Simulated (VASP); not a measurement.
# RhN (F-43m) in VASP: single point with PBE

Aim: the single point of RhN with PBE.

Program: VASP 6.6.1. These are calculated values, not measurements. Logs are shortened: lines on timing, memory, paths and dates and some standing lists are left out, and cuts for length are marked.

**1. The cell of the first run**

The structure is cubic, space group F-43m (No. 216). The conventional cell has a = 4.599 Å, b = 4.599 Å, c = 4.599 Å, α = 90.00°, β = 90.00°, γ = 90.00°. Within 2.6 Å of Rh (site symmetry -43m) lie 4 N at 1.99 Å. Within 2.6 Å of N (site symmetry -43m) lie 4 Rh at 1.99 Å.

**2. Single point, PBE**

POSCAR

```
RhN
1.0
    0.0000000000      2.2995982485      2.2995982485
    2.2995982485      0.0000000000      2.2995982485
    2.2995982485      2.2995982485      0.0000000000
Rh N
1 1
Direct
    0.0000000000      0.0000000000      0.0000000000
    0.2500000000      0.2500000000      0.2500000000
```

INCAR.step1

```
SYSTEM = RhN
  ALGO = Normal
  EDIFF = 1E-7
  ENCUT = 520
  GGA = PE
  ISIF = 2
  ISMEAR = 0
  LASPH = .TRUE.
  LCHARG = .TRUE.
  LMAXMIX = 4
  LREAL = .FALSE.
  LWAVE = .FALSE.
  NBANDS = 17
  NELM = 100
  PREC = Accurate
  SIGMA = 0.05
```

KPOINTS.step1

```
k-points
0
G
  12 12 12
  0 0 0
```

INCAR.step2

```
SYSTEM = RhN
  ALGO = Normal
  EDIFF = 1E-7
  ENCUT = 520
  GGA = PE
  ICHARG = 11
  ISIF = 2
  ISMEAR = -5
  LASPH = .TRUE.
  LCHARG = .FALSE.
  LMAXMIX = 4
  LORBIT = 11
  LREAL = .FALSE.
  LWAVE = .FALSE.
  NBANDS = 17
  NEDOS = 1001
  NELM = 100
  PREC = Accurate
  SIGMA = 0.05
```

KPOINTS.step2

```
k-points
0
G
  18 18 18
  0 0 0
```

Potentials or basis: VASP PAW PBE potentials, release 64 (Rh_pv, N).

Command:

```console
$ cat potpaw_PBE.64/Rh_pv/POTCAR potpaw_PBE.64/N/POTCAR > POTCAR
$ cp INCAR.step1 INCAR
$ cp KPOINTS.step1 KPOINTS
$ mpirun -np 1 vasp_std > vasp.out
$ cp INCAR.step2 INCAR
$ cp KPOINTS.step2 KPOINTS
$ mpirun -np 1 vasp_std > vasp.out
```

OUTCAR:

```text
SYSTEM = RhN
   EDIFF = 1E-7
   ENCUT = 520
   GGA = PE
   ICHARG = 11
   ISIF = 2
   ISMEAR = -5
   LASPH = .TRUE.
   LORBIT = 11
   LREAL = .FALSE.
   NELM = 100
   PREC = Accurate

 ion  position               nearest neighbor table
   1  0.000  0.000  0.000-   2 1.99   2 1.99   2 1.99   2 1.99
   2  0.250  0.250  0.250-   1 1.99   1 1.99   1 1.99   1 1.99

  LATTYP: Found a face centered cubic cell.
 ALAT       =     4.5991964970

  Lattice vectors:

 A1 = (   0.0000000000,   2.2995982485,   2.2995982485)
 A2 = (   2.2995982485,   0.0000000000,   2.2995982485)
 A3 = (   2.2995982485,   2.2995982485,   0.0000000000)

Analysis of symmetry for initial positions (statically):
=====================================================================
 Subroutine PRICEL returns:
 Original cell was already a primitive cell.

 Routine SETGRP: Setting up the symmetry group for a
 face centered cubic supercell.

 Subroutine GETGRP returns: Found 24 space group operations
 (whereof 24 operations were pure point group operations)
 out of a pool of 48 trial point group operations.

The static configuration has the point symmetry T_d .

Analysis of symmetry for dynamics (positions and initial velocities):
=====================================================================
 Subroutine PRICEL returns:
 Original cell was already a primitive cell.

 Routine SETGRP: Setting up the symmetry group for a
 face centered cubic supercell.

 Subroutine GETGRP returns: Found 24 space group operations
 (whereof 24 operations were pure point group operations)
 out of a pool of 48 trial point group operations.

The dynamic configuration has the point symmetry T_d .

 Subroutine INISYM returns: Found 24 space group operations
 (whereof 24 operations are pure point group operations),
 and found     1 'primitive' translations

----------------------------------------------------------------------------------------

                                     Primitive cell

  volume of cell :      24.3213

  direct lattice vectors                    reciprocal lattice vectors
     0.000000000  2.299598249  2.299598249    -0.217429284  0.217429284  0.217429284
     2.299598249  0.000000000  2.299598249     0.217429284 -0.217429284  0.217429284
     2.299598249  2.299598249  0.000000000     0.217429284  0.217429284 -0.217429284

  length of vectors
     3.252123031  3.252123031  3.252123031     0.376598566  0.376598566  0.376598566

  position of ions in fractional coordinates (direct lattice)
     0.000000000  0.000000000  0.000000000
     0.250000000  0.250000000  0.250000000

  ion indices of the primitive-cell ions
   primitive index   ion index
                 1           1
                 2           2

----------------------------------------------------------------------------------------

 KPOINTS: k-points

Automatic generation of k-mesh.
 Grid dimensions read from file:
 generate k-points for:   18   18   18

 Generating k-lattice:

  Cartesian coordinates                     Fractional coordinates (reciprocal lattice)
    -0.012079405  0.012079405  0.012079405     0.055555556  0.000000000  0.000000000
     0.012079405 -0.012079405  0.012079405     0.000000000  0.055555556  0.000000000
     0.012079405  0.012079405 -0.012079405     0.000000000  0.000000000  0.055555556

  Length of vectors
     0.020922143  0.020922143  0.020922143

  Shift w.r.t. Gamma in fractional coordinates (k-lattice)
     0.000000000  0.000000000  0.000000000

 TETIRR: Found    806 inequivalent tetrahedra from    34992

 Subroutine IBZKPT returns following result:
 ===========================================

 Found    195 irreducible k-points:

 Following reciprocal coordinates:
            Coordinates               Weight
  0.000000  0.000000  0.000000      1.000000
  0.055556  0.000000  0.000000      8.000000
  0.111111  0.000000  0.000000      8.000000
  0.166667  0.000000  0.000000      8.000000
  0.222222  0.000000  0.000000      8.000000
  0.277778  0.000000  0.000000      8.000000
[... 16 lines left out ...]
 -0.277778  0.055556  0.000000     24.000000
 -0.222222  0.055556  0.000000     24.000000
 [... further k-points ...]
   k-points           NKPTS =    195   k-points in BZ     NKDIM =    195   number of bands    NBANDS=     17
   number of dos      NEDOS =   1001   number of ions     NIONS =      2
   total plane-waves  NPLWV =  13824
   dimension x,y,z NGX =    24 NGY =   24 NGZ =   24
   dimension x,y,z NGXF=    48 NGYF=   48 NGZF=   48
   ions per type =               1   1
   NGX,Y,Z   is equivalent  to a cutoff of  12.27, 12.27, 12.27 a.u.
   NGXF,Y,Z  is equivalent  to a cutoff of  24.54, 24.54, 24.54 a.u.
 SYSTEM =  RhN
   PREC   = accura    normal or accurate (medium, high low for compatibility)
   ISTART =      0    job   : 0-new  1-cont  2-samecut
   ICHARG =     11    charge: 1-file 2-atom 10-const
   ISPIN  =      1    spin polarized calculation?
   LNONCOLLINEAR =      F non collinear calculations
   LSORBIT =      F    spin-orbit coupling
   LASPH  =      T    aspherical Exc in radial PAW
   ENCUT  =  520.0 eV  38.22 Ry    6.18 a.u.   6.05  6.05  6.05*2*pi/ulx,y,z
   NELM   =    100;   NELMIN=  2; NELMDL=  0     # of ELM steps
   EDIFF  = 0.1E-06   stopping-criterion for ELM
   LREAL  =      F    real-space projection
   EDIFFG = 0.1E-05   stopping-criterion for IOM
   NSW    =      0    number of steps for IOM
   IBRION =     -1    ionic relax: 0-MD 1-quasi-New 2-CG
   NFREE  =      0    steps in history (QN), initial steepest desc. (CG)
   ISIF   =      2    stress and relaxation
   ISYM   =      2    0-nonsym 1-usesym 2-fastsym
   POTIM  = 0.5000    time-step for ionic-motion
   TEBEG  =    0.0;   TEEND  =   0.0 temperature during run
   PSTRESS=    0.0 pullay stress
   NELECT =      20.0000    total number of electrons
   NUPDOWN=      -1.0000    fix difference up-down
   EMIN   =  10.00;   EMAX   =-10.00  energy-range for DOS
   EFERMI =   0.00;   METHOD = LEGACY
   ISMEAR =    -5;   SIGMA  =   0.05  broadening in eV -4-tet -1-fermi 0-gaus
   EFERMI_NEDOS =   21; number of points for ismear=-14 and -15
   IALGO  =     38    algorithm
   IMIX   =      4    mixing-type and parameters
     AMIX     =   0.40;   BMIX     =  1.00
     AMIX_MAG =   1.60;   BMIX_MAG =  1.00
  volume/ion in A,a.u.               =      12.16        82.06
  Fermi-wavevector in a.u.,A,eV,Ry     =   1.533756  2.898378 32.006435  2.352407
  Thomas-Fermi vector in A             =   2.640779
   LORBIT       =     11    0 simple, 1 ext, 2 COOP (PROOUT), +10 PAW based schemes
   GGA     = PE    functional components
   LHFCALC =     F    Hartree Fock is set to
   AEXX    =    0.0000 exact exchange contribution
   IVDW    =     0    specifies the selected vdW correction
   LEPSILON=     F    determine dielectric tensor
   LRPA    =     F    only Hartree local field effects (RPA)
 non-spin polarized calculation
 Fermi weights with tetrahedron method with Bloechl corrections
  energy-cutoff  :      520.00
  volume of cell :       24.32
 maximum number of plane-waves:       666

 number of electron      20.0000001 magnetization

 Free energy of the ion-electron system (eV)
  ---------------------------------------------------
  ext. energy  EPLUGINS =         0.00000000
  ---------------------------------------------------
  free energy    TOTEN  =       -14.65964581 eV

  energy without entropy =      -14.65964581  energy(sigma->0) =      -14.65964581

 E-fermi :   8.7359     XC(G=0): -12.2693

 val. band max:        8.8307260100   @ k =   0.3889   0.3889   0.0000
 cond. band min:       8.7008551315   @ k =  -0.2222   0.3333   0.1111
 fundamental gap:     -0.1298708785
 Fermi energy:         8.7359381424

 k-point     1 :       0.0000    0.0000    0.0000
  band No.  band energies     occupation
      1     -38.7686      2.00000
      2     -38.7686      2.00000
      3     -38.7686      2.00000
      4      -8.0368      2.00000
      5       1.5868      2.00000
      6       1.5868      2.00000
[... 9 lines left out ...]
     16      22.8869      0.00000
     17      27.0398      0.00000

 k-point     2 :       0.0556    0.0000    0.0000
  band No.  band energies     occupation
      1     -38.7722      2.00000
      2     -38.7692      2.00000
      3     -38.7692      2.00000
      4      -8.0078      2.00000
      5       1.5631      2.00000
      6       1.6098      2.00000
[... 9 lines left out ...]
     16      22.9388      0.00000
     17      27.1499      0.00000

 k-point     3 :       0.1111    0.0000    0.0000
  band No.  band energies     occupation
      1     -38.7826      2.00000
      2     -38.7707      2.00000
      3     -38.7707      2.00000
      4      -7.9248      2.00000
      5       1.5073      2.00000
      6       1.6751      2.00000
[... 9 lines left out ...]
     16      23.0820      0.00000
     17      27.2979      0.00000

 k-point     4 :       0.1667    0.0000    0.0000
  band No.  band energies     occupation
      1     -38.7984      2.00000
      2     -38.7731      2.00000
      3     -38.7731      2.00000
      4      -7.7988      2.00000
      5       1.4567      2.00000
      6       1.7719      2.00000
[... 9 lines left out ...]
     16      23.2771      0.00000
     17      27.3638      0.00000
[... 343 lines left out ...]
      1     -38.8625      2.00000
      2     -38.7867      2.00000
      3     -38.7822      2.00000
      4      -7.2904      2.00000
      5       1.7687      2.00000
      6       2.1157      2.00000
[... 9 lines left out ...]
     16      23.8626      0.00000
     17      27.0727      0.00000

 k-point    23 :      -0.2778    0.0556    0.0000
  band No.  band energies     occupation
      1     -38.8448      2.00000
      2     -38.7840      2.00000
      3     -38.7792      2.00000
      4      -7.4227      2.00000
      5       1.5710      2.00000
      6       2.0292      2.00000
[... 9 lines left out ...]
     16      24.0185      0.00000
     17      27.3932      0.00000

 k-point    24 :      -0.2222    0.0556    0.0000
  band No.  band energies     occupation
      1     -38.8250      2.00000
      2     -38.7808      2.00000
      3     -38.7760      2.00000
      4      -7.5751      2.00000
      5       1.4570      2.00000
      6       1.9222      2.00000
[... 9 lines left out ...]
     16      24.0481      0.00000
     17      27.5480      0.00000

 [... further k-points ...]
[... 5 lines left out ...]
  --------------------------------------------------------------------------------------
  -------------------------------------------------------------------------------------
  Total        0.0219593      0.0219593      0.0219593     -0.0000000      0.0000000      0.0000000
  in kB        1.4465847      1.4465847      1.4465847     -0.0000000      0.0000000      0.0000000
  external PRESSURE =       1.4465847 kB  Pullay stress =       0.0000000 kB

 VOLUME and BASIS-vectors are now :
 -----------------------------------------------------------------------------
  energy-cutoff  :      520.00
  volume of cell :       24.32
      direct lattice vectors                 reciprocal lattice vectors
     0.000000000  2.299598249  2.299598249    -0.217429284  0.217429284  0.217429284
     2.299598249  0.000000000  2.299598249     0.217429284 -0.217429284  0.217429284
     2.299598249  2.299598249  0.000000000     0.217429284  0.217429284 -0.217429284

 POSITION                                       TOTAL-FORCE (eV/Angst)
 -----------------------------------------------------------------------------------
      0.00000      0.00000      0.00000         0.000000      0.000000      0.000000
      1.14980      1.14980      1.14980        -0.000000     -0.000000     -0.000000
 -----------------------------------------------------------------------------------
    total drift:                               -0.000001     -0.000001     -0.000001

  FREE ENERGIE OF THE ION-ELECTRON SYSTEM (eV)
  ---------------------------------------------------
  free  energy   TOTEN  =       -14.6596458080 eV

  energy  without entropy=      -14.6596458080  energy(sigma->0) =      -14.65964581

 total charge

# of ion       s       p       d       tot
------------------------------------------
    1        0.380   6.316   7.135  13.831
    2        1.273   2.346   0.000   3.619
--------------------------------------------------
tot          1.653   8.661   7.135  17.450
```

Wall time 79 s (1 thread of Intel Xeon 8259CL, shared host); peak memory 0.2 GiB.

Results:

```yaml
Valence_electrons_inside_the_program's_atomic_spheres: Rh 13.83; N 3.62
```

Caveat: tetrahedron occupations give inexact forces and stress in metals.
